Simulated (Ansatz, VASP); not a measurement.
Zn: VASP beside Ansatz

```
Zn
1.0
     2.67000    0.00000    0.00000
    -1.33500    2.31229    0.00000
     0.00000    0.00000    4.96600
Zn
2
Cartesian
  0.0000 1.5415 1.2415
  1.3350 0.7708 3.7245
```

Alike in both runs: task relaxation of cell and atoms; functional PBE; dispersion D4; k mesh 10 × 10 × 4; no spin polarisation.

|  | VASP | Ansatz |
| --- | --- | --- |
| version | VASP 6.6.1 | Ansatz 0.2.0 |
| potentials or method | VASP PAW PBE potentials, release 64 (Zn) | plane waves, PAW |
| plane-wave cutoff (eV) | 600 | 420 |
| occupations | gaussian, width 0.1 eV | gaussian |
| valence electrons in the cell | 24 | 24 |

|  | VASP | Ansatz | Ansatz less VASP |
| --- | --- | --- | --- |
| relaxed volume (Å³/atom) | 14.48 | 14.43 | -0.048 |
| relaxed length of the cell vector where the two differ most in proportion (Å) | 4.818 | 4.808 | -0.0096 |

Ansatz's warnings: stress scf threshold loose.
